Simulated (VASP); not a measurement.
Set up this calculation in VASP 6.6.1, as the native input.

```
Task                   : relaxation of cell and atoms
Functional             : PBE
Potentials or basis    : VASP PAW PBE potentials, release 64 (C)
Cutoff                 : 600 eV
k mesh                 : 10 × 10 × 10
Occupations            : gaussian, width 0.1 eV
Spin                   : no spin polarisation
Dipole correction      : no
Further INCAR settings : ALGO = Normal; EDIFF = 1e-07; IBRION = 2; EDIFFG = -0.04; NSW = 90; ISIF = 3
```

The structure of C lies in POSCAR:

```
C
1.0
    1.8019917600      0.0000000000      0.0000000000
    0.0000000000      1.8019917600      0.0000000000
    0.0000000000      0.0000000000      1.8497099500
C
1
Direct
    0.5000000000      0.5000000000      0.0000000000
```

The cell was built from a structure type or drawn by symmetry, and may not be a known phase.

These files were run (other wordings do the same):

INCAR

```
ALGO = Normal
EDIFF = 1E-7
EDIFFG = -0.04
ENCUT = 600
GGA = PE
GGA_COMPAT = False
IBRION = 2
ISIF = 3
ISMEAR = 0
LASPH = True
LCHARG = False
LREAL = False
LWAVE = False
NELM = 120
NELMIN = 4
NSW = 90
PREC = Accurate
SIGMA = 0.1
```

KPOINTS

```
k-points
0
Gamma
  10 10 10
```

Potentials or basis: VASP PAW PBE potentials, release 64 (C).

The run is started by

```console
$ cat potpaw_PBE.64/C/POTCAR > POTCAR
$ mpirun -np 1 vasp_std > vasp.out
```

Results of the run:

The relaxed volume is 5.64 Å³/atom, the relaxed cell is a = 1.742 Å, b = 1.742 Å, c = 1.857 Å, α = 90.00°, β = 90.00°, γ = 90.00° and the space group after relaxing (to 0.1 Å) is P4/mmm (No. 123). The energy gained by relaxing is 37.4 meV/atom. The ionic steps are 8 and the pressure after relaxing is 0.0 GPa. The band gap on the k mesh is zero (bands 2 and 3 overlap by 10.82 eV).

It took 23 s on 1 thread of Intel Xeon 8259CL, with other jobs on the host, peak memory 0.11 GiB.
